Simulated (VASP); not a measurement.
WS2, 3 atoms in the cell. The cell holds a slab with vacuum, 3 atoms: a = 3.193 Å, b = 3.193 Å, c = 16.801 Å, α = 90.00°, β = 90.00°, γ = 120.00°.  This cell differs from its parent crystal: biaxial strain in the a-b plane: +1.5 %.

* Program: VASP 6.6.1
* Task: single point
* Functional: PBEsol
* Potentials or basis: VASP PAW PBE potentials, release 64 (W_sv, S)
* Cutoff: 520 eV
* k mesh: 12 × 12 × 2
* Occupations: gaussian, width 0.02 eV
* Spin: no spin polarisation
* Dipole correction: no
* Further INCAR settings: ALGO = Normal; EDIFF = 1e-07; NBANDS = 20

Potentials or basis: VASP PAW PBE potentials, release 64 (W_sv, S).

Run with:

```bash
$ cat potpaw_PBE.64/W_sv/POTCAR potpaw_PBE.64/S/POTCAR > POTCAR
$ mpirun -np 1 vasp_std > vasp.out
```

Hardware: 1 thread of Intel(R) Xeon(R) 6975P-C (Granite Rapids) (shared host).

**Question.** Estimate the wall time of this run.

**Answer.** Run time: 69 s on 1 thread of Intel(R) Xeon(R) 6975P-C (Granite Rapids), on a shared host, peak memory 0.3 GiB. Counts: scf iterations 23, k points 38.
